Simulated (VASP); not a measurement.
Input of a VASP 6.6.1 run:

POSCAR

```
Rh
1.0
    2.7126497715      0.0000000000      0.0000000000
   -1.3563248858      2.3492236138      0.0000000000
    0.0000000000      0.0000000000      4.3987667018
Rh
2
Direct
    0.3333333333      0.6666666667      0.2500000000
    0.6666666667      0.3333333333      0.7500000000
```

The input INCAR.step1:

```
SYSTEM = Rh
ALGO = Normal
EDIFF = 1E-5
ENCUT = 520
GGA = PE
ISIF = 2
ISMEAR = -1
LASPH = .True.
LCHARG = .False.
LREAL = .False.
LWAVE = .True.
NBANDS = 22
NELM = 80
PREC = Accurate
SIGMA = 0.05
```

Contents of INCAR.step2:

```
SYSTEM = Rh
AEXX = 0.25
ALGO = Normal
EDIFF = 1E-6
ENCUT = 520
GGA = PE
ISIF = 2
ISMEAR = -1
ISTART = 1
LASPH = .True.
LCHARG = .False.
LHFCALC = .True.
LREAL = .False.
LWAVE = .False.
NBANDS = 22
NELM = 80
PREC = Accurate
PRECFOCK = Normal
SIGMA = 0.05
```

File KPOINTS:

```
k-points
0
Gamma
  6 6 4
  0 0 0
```

Potentials or basis: VASP PAW PBE potentials, release 64 (Rh_pv).

Command:

```sh
$ cat potpaw_PBE.64/Rh_pv/POTCAR > POTCAR
$ cp INCAR.step1 INCAR
$ mpirun -np 1 vasp_std > vasp.out
$ cp INCAR.step2 INCAR
$ mpirun -np 1 vasp_std > vasp.out
```

Q: What does it give for the pressure?

A: -9.9 GPa.

Q: What does it give for the band gap on the k mesh?

A: Zero (bands 15 and 16 overlap by 3.46 eV).

Stress tensor (GPa, compression positive):
```
 -7.22   0.00   0.00
  0.00  -7.22   0.00
  0.00   0.00 -15.28
```

Caveat: the k points lie up to 0.45 Å⁻¹ apart, too coarse for converged energies and pressures of a metal; the PAW data sets were made with another functional, which shifts forces and pressure a little.
